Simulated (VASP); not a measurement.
Runs of VASP 6.6.1 on TiAl3. The structure is that of space group I4/mmm (No. 139), or close to it. The cells are those of the table. 

| cell | further INCAR settings | gap on the mesh (eV) | pressure (GPa) |
| --- | --- | --- | --- |
| a = 4.779 Å, angles 136.6, 136.6, 63.0°, 4 atoms | ALGO = Fast; EDIFF = 1e-06; NBANDS = 18 | none | 29.4 |
| a = 5.036 Å, angles 133.0, 133.0, 68.6°, 4 atoms | ALGO = Fast; EDIFF = 1e-06; NBANDS = 18 | none | (a) |
| a = 4.831 Å, angles 137.5, 137.5, 61.7°, 4 atoms | ALGO = Fast; EDIFF = 1e-06; NBANDS = 18 | none | 29.8 |
| a = 4.884 Å, angles 138.4, 138.4, 60.3°, 4 atoms | ALGO = Fast; EDIFF = 1e-06; NBANDS = 18 | none | (b) |
| a = 5.101 Å, angles 135.7, 135.7, 64.4°, 4 atoms | ALGO = Fast; EDIFF = 1e-07; NBANDS = 18 | none | -5.3 |

Alike in all rows: task single point; level LDA; potentials or basis VASP PAW LDA potentials, release 64 (Ti_sv, Al); no spin polarisation; k mesh 16 × 16 × 16; cutoff (eV) 520; smearing gaussian 0.15 eV.

Question: Estimate the missing entries.

Answer: (a) -9.3; (b) 30.4.

Caveats: the cell stands under pressure (at least some runs); the cell stands under tension (at least some runs).

A gap of «none» marks levels without a gap at the run's occupations.
